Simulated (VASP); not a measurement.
Runs of VASP 6.6.1 on Cu2W. The structure is that of space group Fm-3m (No. 225), or close to it. The cells are those of the table. 

```csv
task,potentials or basis,cell,k mesh,cutoff (eV),second run,gap on the mesh (eV),pressure (GPa),relaxed volume (Å³/atom)
single point,"VASP PAW PBE potentials, release 64 (Cu, W_sv)","a = 3.672 Å, angles 60.0°, 3 atoms",6 × 6 × 6,520,-,none,102.7,-
single point,"VASP PAW PBE potentials, release 64 (Cu_sv_GW, W_sv)","a = 4.095 Å, angles 60.0°, 3 atoms",14 × 14 × 14,700,valence_matched,none,-2.3,-
single point,"VASP PAW PBE potentials, release 64 (Cu, W_sv)","a = 4.095 Å, angles 60.0°, 3 atoms",6 × 6 × 6,520,-,none,(b),-
relaxation of cell and atoms,"VASP PAW PBE potentials, release 64 (Cu, W_sv)","relaxed from a = 4.095 Å, angles 60.0°, 3 atoms",14 × 14 × 14,600,-,none,0.0,16.25
single point,"VASP PAW PBE potentials, release 64 (Cu, W_sv)","a = 4.095 Å, angles 60.0°, 3 atoms",14 × 14 × 14,520,-,none,(a),-
relaxation of cell and atoms,"VASP PAW PBE potentials, release 64 (Cu, W_sv)","relaxed from a = 3.672 Å, angles 60.0°, 3 atoms",6 × 6 × 6,600,-,none,0.3,16.18
```

Alike in all rows: level PBE; no spin polarisation; smearing gaussian 0.1 eV.

**Question.** Estimate the missing entries.

**Answer.** (a) 1.5; (b) 0.1.

Caveats: spin-orbit coupling is left out, which moves the levels of the heavy elements; the volume moved by over 15 % at a fixed basis, so the end points are rough (some runs).

A k mesh can miss the band edges, and the runs leave out spin-orbit coupling on W.

A gap of «none» marks levels without a gap at the run's occupations.

The runs don't all hold the same shells in valence.
